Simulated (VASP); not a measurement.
Write the native input for VASP 6.6.1 that does the following.

* Task: single point
* Functional: PBEsol
* Potentials or basis: VASP PAW PBE potentials, release 64 (Sc_sv, Al, N)
* Cutoff: 600 eV
* k mesh: 8 × 6 × 8
* Occupations: gaussian, width 0.02 eV
* Spin: no spin polarisation
* Dipole correction: no
* Further INCAR settings: ALGO = Normal; EDIFF = 1e-06; NBANDS = 30

The structure of ScAl3N4 (sol2) lies in POSCAR:

```
ScAl3N4
1.0
   -3.0995184871      0.0000000000      0.0000000000
    0.0000000000      5.4132373836     -0.0023017284
    1.5497592435     -2.7046682926     -5.2060886494
Sc Al N
1 3 4
Direct
   -0.0028010058      0.3265917937     -0.0056020116
    0.5000963274      0.8363438428      0.0001926547
    0.7519184254      0.4182061026      0.5038368508
    0.2428989898      0.9107469050      0.4857979795
    0.7990273927      0.1297566997      0.5980547853
    0.3122751258      0.6500021619      0.6245502517
    0.5721004179      0.2221662139      0.1442008357
    0.0604843270      0.7421862807      0.1209686539
```

This cell differs from its parent crystal: strained cell.

The input as run:

INCAR

```
SYSTEM = ScAl3N4
PREC = Accurate
ENCUT = 600
EDIFF = 1E-6
ISMEAR = 0
SIGMA = 0.02
LREAL = .FALSE.
LASPH = .TRUE.
NELM = 120
ALGO = Normal
ISIF = 2
LWAVE = .FALSE.
LCHARG = .FALSE.
GGA = PS
NBANDS = 30
GGA_COMPAT = .FALSE.
```

KPOINTS

```
Automatic mesh
0
G
  8 6 8
  0 0 0
```

Potentials or basis: VASP PAW PBE potentials, release 64 (Sc_sv, Al, N).

The run is started by

```sh
$ cat potpaw_PBE.64/Sc_sv/POTCAR potpaw_PBE.64/Al/POTCAR potpaw_PBE.64/N/POTCAR > POTCAR
$ mpirun -np 1 vasp_std > vasp.out
```

Results of the run:

```
Pressure               : 8.1 GPa
Largest force          : 0.073 eV/Å
Band gap on the k mesh : 3.97 eV, indirect (least direct gap 4.08 eV)
```

Caveat: the cell differs from its parent crystal (strained cell); the PAW data sets were made with another functional, which shifts forces and pressure a little.

It took 8.6 min on 1 thread of AMD EPYC 9R45 (Zen 5) (shared host), peak memory 0.44 GiB.
